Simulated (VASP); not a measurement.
# Cu (Fm-3m) in VASP: further runs, part 2 of 3

VASP 6.6.1.

## (3) Relaxation of cell and atoms, LDA

INCAR reads:

```
PREC = Accurate
ENCUT = 600
EDIFF = 1E-6
ISMEAR = 1
SIGMA = 0.1
LREAL = F
LASPH = T
NELM = 60
ALGO = Normal
ISIF = 3
LWAVE = F
LCHARG = F
IBRION = 2
NSW = 60
EDIFFG = -0.005
```

KPOINTS reads:

```
Automatic mesh
0
Gamma
  26 26 26
```

POSCAR reads:

```
Cu
1.0
    0.0000000000      1.8050000000      1.8050000000
    1.8050000000      0.0000000000      1.8050000000
    1.8050000000      1.8050000000      0.0000000000
Cu
1
Direct
    0.0000000000      0.0000000000      0.0000000000
```

Potentials or basis: VASP PAW LDA potentials, release 64 (Cu).

The run is started by

```bash
$ cat potpaw_LDA.64/Cu/POTCAR > POTCAR
$ mpirun -np 1 vasp_std > vasp.out
```

OUTCAR:

```text
PREC = Accurate
   ENCUT = 600
   EDIFF = 1E-6
   ISMEAR = 1
   LREAL = F
   LASPH = T
   NELM = 60
   ISIF = 3
   IBRION = 2
   NSW = 60
   EDIFFG = -0.005

 ion  position               nearest neighbor table
   1  0.000  0.000  0.000-

  LATTYP: Found a face centered cubic cell.
 ALAT       =     3.6100000000

  Lattice vectors:

 A1 = (   0.0000000000,   1.8050000000,   1.8050000000)
 A2 = (   1.8050000000,   0.0000000000,   1.8050000000)
 A3 = (   1.8050000000,   1.8050000000,   0.0000000000)

Analysis of symmetry for initial positions (statically):
=====================================================================
 Subroutine PRICEL returns:
 Original cell was already a primitive cell.

 Routine SETGRP: Setting up the symmetry group for a
 face centered cubic supercell.

 Subroutine GETGRP returns: Found 48 space group operations
 (whereof 48 operations were pure point group operations)
 out of a pool of 48 trial point group operations.

The static configuration has the point symmetry O_h .

Analysis of symmetry for dynamics (positions and initial velocities):
=====================================================================
 Subroutine PRICEL returns:
 Original cell was already a primitive cell.

 Routine SETGRP: Setting up the symmetry group for a
 face centered cubic supercell.

 Subroutine GETGRP returns: Found 48 space group operations
 (whereof 48 operations were pure point group operations)
 out of a pool of 48 trial point group operations.

The dynamic configuration has the point symmetry O_h .

 Subroutine INISYM returns: Found 48 space group operations
 (whereof 48 operations are pure point group operations),
 and found     1 'primitive' translations

----------------------------------------------------------------------------------------

                                     Primitive cell

  volume of cell :      11.7615

  direct lattice vectors                    reciprocal lattice vectors
     0.000000000  1.805000000  1.805000000    -0.277008310  0.277008310  0.277008310
     1.805000000  0.000000000  1.805000000     0.277008310 -0.277008310  0.277008310
     1.805000000  1.805000000  0.000000000     0.277008310  0.277008310 -0.277008310

  length of vectors
     2.552655480  2.552655480  2.552655480     0.479792467  0.479792467  0.479792467

  position of ions in fractional coordinates (direct lattice)
     0.000000000  0.000000000  0.000000000

  ion indices of the primitive-cell ions
   primitive index   ion index
                 1           1

----------------------------------------------------------------------------------------

 KPOINTS: Automatic mesh

Automatic generation of k-mesh.
 Grid dimensions read from file:
 generate k-points for:   26   26   26

 Generating k-lattice:

[... 43 lines left out ...]
   k-points           NKPTS =    511   k-points in BZ     NKDIM =    511   number of bands    NBANDS=      9
   number of dos      NEDOS =    301   number of ions     NIONS =      1
   total plane-waves  NPLWV =   8000
   dimension x,y,z NGX =    20 NGY =   20 NGZ =   20
   dimension x,y,z NGXF=    40 NGYF=   40 NGZF=   40
   ions per type =               1
   NGX,Y,Z   is equivalent  to a cutoff of  13.03, 13.03, 13.03 a.u.
   NGXF,Y,Z  is equivalent  to a cutoff of  26.05, 26.05, 26.05 a.u.
 SYSTEM =  unknown system
   PREC   = accura    normal or accurate (medium, high low for compatibility)
   ISTART =      0    job   : 0-new  1-cont  2-samecut
   ICHARG =      2    charge: 1-file 2-atom 10-const
   ISPIN  =      1    spin polarized calculation?
   LNONCOLLINEAR =      F non collinear calculations
   LSORBIT =      F    spin-orbit coupling
   LASPH  =      T    aspherical Exc in radial PAW
   ENCUT  =  600.0 eV  44.10 Ry    6.64 a.u.   5.10  5.10  5.10*2*pi/ulx,y,z
   NELM   =     60;   NELMIN=  2; NELMDL= -5     # of ELM steps
   EDIFF  = 0.1E-05   stopping-criterion for ELM
   LREAL  =      F    real-space projection
   EDIFFG = -.5E-02   stopping-criterion for IOM
   NSW    =     60    number of steps for IOM
   IBRION =      2    ionic relax: 0-MD 1-quasi-New 2-CG
   NFREE  =      1    steps in history (QN), initial steepest desc. (CG)
   ISIF   =      3    stress and relaxation
   ISYM   =      2    0-nonsym 1-usesym 2-fastsym
   POTIM  = 0.5000    time-step for ionic-motion
   TEBEG  =    0.0;   TEEND  =   0.0 temperature during run
   PSTRESS=    0.0 pullay stress
   NELECT =      11.0000    total number of electrons
   NUPDOWN=      -1.0000    fix difference up-down
   EMIN   =  10.00;   EMAX   =-10.00  energy-range for DOS
   EFERMI =   0.00;   METHOD = LEGACY
   ISMEAR =     1;   SIGMA  =   0.10  broadening in eV -4-tet -1-fermi 0-gaus
   EFERMI_NEDOS =   21; number of points for ismear=-14 and -15
   IALGO  =     38    algorithm
   IMIX   =      4    mixing-type and parameters
     AMIX     =   0.40;   BMIX     =  1.00
     AMIX_MAG =   1.60;   BMIX_MAG =  1.00
  volume/ion in A,a.u.               =      11.76        79.37
  Fermi-wavevector in a.u.,A,eV,Ry     =   1.600977  3.025409 34.873480  2.563128
  Thomas-Fermi vector in A             =   2.698028
   LORBIT       =      0    0 simple, 1 ext, 2 COOP (PROOUT), +10 PAW based schemes
   GGA     = CA    functional components
   LHFCALC =     F    Hartree Fock is set to
   AEXX    =    0.0000 exact exchange contribution
   IVDW    =     0    specifies the selected vdW correction
   LEPSILON=     F    determine dielectric tensor
   LRPA    =     F    only Hartree local field effects (RPA)
 conjugate gradient relaxation of ions
 non-spin polarized calculation
 Methfessel and Paxton  Order N= 1 SIGMA  =   0.10
  energy-cutoff  :      600.00
  volume of cell :       11.76
 maximum number of plane-waves:       401
   NGX = 11   NGY = 11   NGZ = 11

--------------------------------------- Ionic step        1  -------------------------------------------

 number of electron      11.0000003 magnetization

 Free energy of the ion-electron system (eV)
  ---------------------------------------------------
  ext. energy  EPLUGINS =         0.00000000
  ---------------------------------------------------
  free energy    TOTEN  =        -4.67788765 eV

  energy without entropy =       -4.67776273  energy(sigma->0) =       -4.67784601

------------------------ aborting loop because EDIFF is reached ----------------------------------------

  FORCE on cell =-STRESS in cart. coord.  units (eV):
  Direction    XX          YY          ZZ          XY          YZ          ZX
  --------------------------------------------------------------------------------------
  -------------------------------------------------------------------------------------
  Total       -0.8185479     -0.8185479     -0.8185479      0.0000000     -0.0000000      0.0000000
  in kB     -111.5046679   -111.5046679   -111.5046679      0.0000000     -0.0000000      0.0000000
  external PRESSURE =    -111.5046679 kB  Pullay stress =       0.0000000 kB
[... 127 lines left out ...]
--------------------------------------- Ionic step        5  -------------------------------------------

 number of electron      11.0000001 magnetization

 Free energy of the ion-electron system (eV)
  ---------------------------------------------------
  ext. energy  EPLUGINS =         0.00000000
  ---------------------------------------------------
  free energy    TOTEN  =        -4.70872113 eV

  energy without entropy =       -4.70858185  energy(sigma->0) =       -4.70867470

 E-fermi :   8.3392     XC(G=0): -13.5541

 val. band max:        8.3384939745   @ k =   0.4615   0.2308   0.0000
 cond. band min:       8.3621400344   @ k =   0.5000   0.3462   0.1538
 fundamental gap:      0.0236460599
 Fermi energy:         8.3392016908

 k-point     1 :       0.0000    0.0000    0.0000
  band No.  band energies     occupation
      1      -1.6102      2.00000
      2       5.0160      2.00000
      3       5.0160      2.00000
      4       5.0160      2.00000
      5       5.9585      2.00000
      6       5.9585      2.00000
      7      31.6159      0.00000
      8      34.6948      0.00000
      9      34.6948      0.00000
[... 265 lines left out ...]
 k-point    24 :       0.3846    0.0385    0.0000
  band No.  band energies     occupation
      1       2.3495      2.00000
      2       5.0426      2.00000
      3       5.0879      2.00000
      4       5.3312      2.00000
      5       6.4579      2.00000
      6       6.4671      2.00000
      7      15.8287      0.00000
      8      30.2089      0.00000
      9      30.5102      0.00000

 [... further k-points ...]

------------------------ aborting loop because EDIFF is reached ----------------------------------------

  FORCE on cell =-STRESS in cart. coord.  units (eV):
  Direction    XX          YY          ZZ          XY          YZ          ZX
  --------------------------------------------------------------------------------------
  -------------------------------------------------------------------------------------
  Total       -0.0040499     -0.0040499     -0.0040499     -0.0000000     -0.0000000      0.0000000
  in kB       -0.5929303     -0.5929303     -0.5929303     -0.0000000     -0.0000000      0.0000000
  external PRESSURE =      -0.5929303 kB  Pullay stress =       0.0000000 kB
[... 16 lines left out ...]
  FREE ENERGIE OF THE ION-ELECTRON SYSTEM (eV)
  ---------------------------------------------------
  free  energy   TOTEN  =        -4.7087211279 eV

  energy  without entropy=       -4.7085818461  energy(sigma->0) =       -4.70867470

 reached required accuracy - stopping structural energy minimisation
```

Run time: 3.8 min. Hardware: 1 thread of Intel Xeon 8259CL, shared host; peak memory 0.19 GiB.

What came out:

| Property | Result |
| --- | --- |
| Free energy | -4.7087 eV |
| Relaxed volume | 10.94 Å³/atom |
| Relaxed cell | a = 2.492 Å, b = 2.492 Å, c = 2.492 Å, α = 60.00°, β = 60.00°, γ = 60.00° |
| Space group after relaxing (to 0.1 Å) | Fm-3m (No. 225) |
| Energy gained by relaxing | 30.8 meV/atom |
| Ionic steps | 5 |
| Pressure after relaxing | -0.1 GPa |
| Band gap on the k mesh | zero (an odd number of electrons rules out a gap without spin polarisation) |

Step by step:
| step | energy change (eV) | largest force (eV/Å) | pressure (GPa) | volume (Å³) |
| --- | --- | --- | --- | --- |
| 1 | 0.0000 | 0.0000 | -11.15 | 11.76 |
| 2 | -0.0155 | 0.0000 | 9.98 | 10.42 |
| 3 | -0.0308 | 0.0000 | -0.08 | 10.94 |
| 4 | -0.0308 | 0.0000 | 0.18 | 10.92 |
| 5 | -0.0308 | 0.0000 | -0.06 | 10.94 |

Final structure:
```cif
data_structure
_symmetry_space_group_name_H-M 'P 1'
_symmetry_Int_Tables_number 1
_cell_length_a 2.4920
_cell_length_b 2.4920
_cell_length_c 2.4920
_cell_angle_alpha 60.000
_cell_angle_beta 60.000
_cell_angle_gamma 60.000
_cell_volume 10.94
loop_
_atom_site_label
_atom_site_type_symbol
_atom_site_fract_x
_atom_site_fract_y
_atom_site_fract_z
_atom_site_occupancy
Cu1 Cu 0.00000 0.00000 0.00000 1
```

## (4) Relaxation of cell and atoms, PBE

INCAR: that of step 3 with these lines changed.

```diff
@@ -2,3 +2,3 @@
 ENCUT = 600
-EDIFF = 1E-6
+EDIFF = 1E-7
 ISMEAR = 1
@@ -12,2 +12,3 @@
 LCHARG = F
+GGA = PE
 IBRION = 2
```

KPOINTS reads:

```
regular mesh
0
Gamma
  26 26 26
```

POSCAR is that of step 3.

Potentials or basis: VASP PAW PBE potentials, release 64 (Cu).

The run is started by

```bash
$ cat potpaw_PBE.64/Cu/POTCAR > POTCAR
$ mpirun -np 1 vasp_std > vasp.out
```

Wall time 86 s (1 thread of Intel Xeon Platinum 8259CL at 2.50GHz (Skylake/Cascade Lake), shared host); peak memory 0.19 GiB.

The run converged. Its results:

* Free energy: -3.7286 eV
* Relaxed volume: 12.01 Å³/atom
* Relaxed cell: a = 2.570 Å, b = 2.570 Å, c = 2.570 Å, α = 60.00°, β = 60.00°, γ = 60.00°
* Space group after relaxing (to 0.1 Å): Fm-3m (No. 225)
* Energy gained by relaxing: 2.2 meV/atom
* Ionic steps: 3
* Pressure after relaxing: 0.0 GPa
* Band gap on the k mesh: zero (an odd number of electrons rules out a gap without spin polarisation)

The path:
```csv
step,energy change (eV),largest force (eV/Å),pressure (GPa),volume (Å³)
1,0.0000,0.0000,3.00,11.76
2,-0.0016,0.0000,-1.47,12.14
3,-0.0022,0.0000,0.01,12.01
```

Final structure:
```
CELL_PARAMETERS angstrom
0.00000 1.81746 1.81746
1.81746 0.00000 1.81746
1.81746 1.81746 0.00000
ATOMIC_POSITIONS crystal
Cu 0.00000 0.00000 0.00000
```

Levels at points of the mesh, in eV from the Fermi level:
| k point | band 4 | band 5 | band 6 | band 7 | band 8 | band 9 |
| --- | --- | --- | --- | --- | --- | --- |
| (0.00, 0.00, 0.00) | -3.00 | -2.20 | -2.20 | 22.44 | 24.96 | 24.96 |
| (0.50, 0.00, 0.00) | -1.64 | -1.64 | -0.98 | 3.65 | 20.94 | 21.79 |
| (0.50, 0.50, 0.00) | -1.50 | -1.50 | 1.49 | 6.98 | 12.93 | 12.93 |

## (5) Single point, PBE

This run uses another cell than the first one, of 11.95 Å³/atom.

INCAR reads:

```
SYSTEM = Cu
ALGO = Normal ; EDIFF = 1E-6
ENCUT = 520 ; GGA = PE
ISIF = 2 ; ISMEAR = 1
LASPH = .TRUE. ; LCHARG = .FALSE.
LREAL = .FALSE. ; LWAVE = .FALSE.
NBANDS = 12 ; NELM = 60
PREC = Accurate ; SIGMA = 0.1
```

KPOINTS reads:

```
k-points
0
G
  38 38 38
  0 0 0
```

POSCAR reads:

```
Cu
1.0
    0.0000000000      1.8144205480      1.8144205480
    1.8144205480      0.0000000000      1.8144205480
    1.8144205480      1.8144205480      0.0000000000
Cu
1
Direct
    0.0000000000      0.0000000000      0.0000000000
```

The run is started by

```bash
$ cat potpaw_PBE.64/Cu/POTCAR > POTCAR
$ mpirun -np 1 vasp_std > vasp.out
```

Wall time 2.1 min (1 thread of Intel Xeon Platinum 8259CL at 2.50GHz (Skylake/Cascade Lake), shared host); peak memory 0.3 GiB.

Results (log left out):

```
Free energy            : -3.7275 eV
Pressure               : 0.6 GPa
Band gap on the k mesh : zero (an odd number of electrons rules out a gap without spin polarisation)
```

Levels at points of the mesh, in eV from the Fermi level:
| k point | band 2 | band 3 | band 4 | band 5 | band 6 | band 7 | band 8 | band 9 | band 10 | band 11 |
| --- | --- | --- | --- | --- | --- | --- | --- | --- | --- | --- |
| (0.00, 0.00, 0.00) | -3.02 | -3.02 | -3.02 | -2.22 | -2.22 | 22.47 | 25.03 | 25.03 | 25.03 | 27.51 |
| (0.50, 0.00, 0.00) | -3.06 | -3.06 | -1.66 | -1.66 | -1.00 | 3.67 | 20.97 | 21.86 | 21.86 | 24.88 |
| (0.50, 0.50, 0.00) | -4.39 | -1.68 | -1.52 | -1.52 | 1.48 | 7.00 | 12.96 | 12.96 | 17.43 | 20.04 |

(Part 2 of 3 ends here.)

The gap in the log of VASP goes by the Fermi energy; the results here count the filled bands.